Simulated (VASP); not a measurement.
Here is a VASP 6.6.1 calculation.

File INCAR:

```
ALGO = Normal
EDIFF = 1E-7
EDIFFG = -0.01
ENCUT = 600
GGA = CA
IBRION = 2
ISIF = 3
ISMEAR = -1
LASPH = T
LCHARG = F
LREAL = F
LWAVE = F
NELM = 100
NSW = 60
PREC = Accurate
SIGMA = 0.05
```

Contents of KPOINTS:

```
k-points
0
Gamma
  9 9 9
```

File POSCAR:

```
MgS
1.0
    0.0000000000      2.6016500000      2.6016500000
    2.6016500000      0.0000000000      2.6016500000
    2.6016500000      2.6016500000      0.0000000000
S Mg
1 1
Direct
    0.5000000000      0.5000000000      0.5000000000
    0.0000000000      0.0000000000      0.0000000000
```

Potentials or basis: VASP PAW LDA potentials, release 64 (S, Mg).

The run is started by

```console
$ cat potpaw_LDA.64/S/POTCAR potpaw_LDA.64/Mg/POTCAR > POTCAR
$ mpirun -np 1 vasp_std > vasp.out
```

Question: Estimate the relaxed cell.

Answer: a = 3.619 Å, b = 3.619 Å, c = 3.619 Å, α = 60.00°, β = 60.00°, γ = 60.00°.

Question: Predict the space group after relaxing (to 0.05 Å).

Answer: Fm-3m (No. 225).

Question: Predict the band gap on the k mesh.

Answer: 2.80 eV, indirect (least direct gap 3.90 eV).

Final structure:
```xyz
2
Lattice="0.0000 2.5589 2.5589 2.5589 0.0000 2.5589 2.5589 2.5589 0.0000" Properties=species:S:1:pos:R:3 pbc="T T T"
S     2.5589    2.5589    2.5589
Mg    0.0000    0.0000    0.0000
```

A k mesh can miss the band edges. Zero-point motion and thermal expansion aren't in these numbers.
